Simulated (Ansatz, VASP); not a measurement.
ZnSe: VASP beside Ansatz

Contents of INCAR:

```
SYSTEM = ZnSe
PREC = Accurate
ENCUT = 520
EDIFF = 1E-6
ISMEAR = -1
SIGMA = 0.03
LREAL = .FALSE.
LASPH = .TRUE.
NELM = 100
ALGO = Normal
ISIF = 2
LWAVE = .FALSE.
LCHARG = .FALSE.
NBANDS = 16
```

The input KPOINTS:

```
Automatic mesh
0
G
  8 8 8
  0 0 0
```

File POSCAR:

```
ZnSe
1.0
    0.0000000000      2.8710911186      2.8710911186
    2.8710911186      0.0000000000      2.8710911186
    2.8710911186      2.8710911186      0.0000000000
Zn Se
1 1
Direct
    0.0000000000      0.0000000000      0.0000000000
    0.7500000000      0.7500000000      0.7500000000
```

Input for Ansatz:

```yaml
crystal:
  lattice:
    - [0.0, 2.8710911186, 2.8710911186]
    - [2.8710911186, 0.0, 2.8710911186]
    - [2.8710911186, 2.8710911186, 0.0]
  atoms:
    - { symbol: Zn, position: [0.0, 0.0, 0.0] }
    - { symbol: Se, position: [0.75, 0.75, 0.75] }
kpoints:
  mp_grid: { grid: [8, 8, 8] }
  band_path:
    path:
      - [0.0, 0.0, 0.0]
      - [-0.5, -0.5, 0.0]
      - [-0.375, -0.375, 0.25]
      - [-0.375, 0.0, 0.375]
      - [0.0, 0.0, 0.0]
      - [0.0, 0.0, 0.5]
      - [-0.5, -0.25, 0.25]
      - [-0.5, -0.5, 0.0]
    npoints: 5
scf:
  occupations: { method: fermi_dirac, width: 0.03 }
hamiltonian:
  xc: lda
  pseudopotentials: { kind: all_electron, lapw: { basis_error: 0.001 } }
output:
  forces: true
  stress: true
  eigenvalues: true
```

Change from the starting cell: volume scaled by 1.04.

Alike in both runs: task single point; functional LDA; k mesh 8 × 8 × 8; occupations fermi-dirac, width 0.03 eV; no spin polarisation.

|  | VASP | Ansatz |
| --- | --- | --- |
| version | VASP 6.6.1 | Ansatz 0.2.0 |
| potentials or method | VASP PAW LDA potentials, release 64 (Zn, Se), cutoff 520 eV | all-electron LAPW, scalar-relativistic |

Ansatz gave:

| Item | Value |
| --- | --- |
| pressure (GPa) | -5.4 |

**Question.** Estimate VASP's values.

**Answer.** Pressure (GPa): -5.1.

LDA's correlation is that of Perdew and Zunger in VASP and of Perdew and Wang (1992) in Ansatz. Ansatz ran all-electron here, and VASP with PAW potentials.
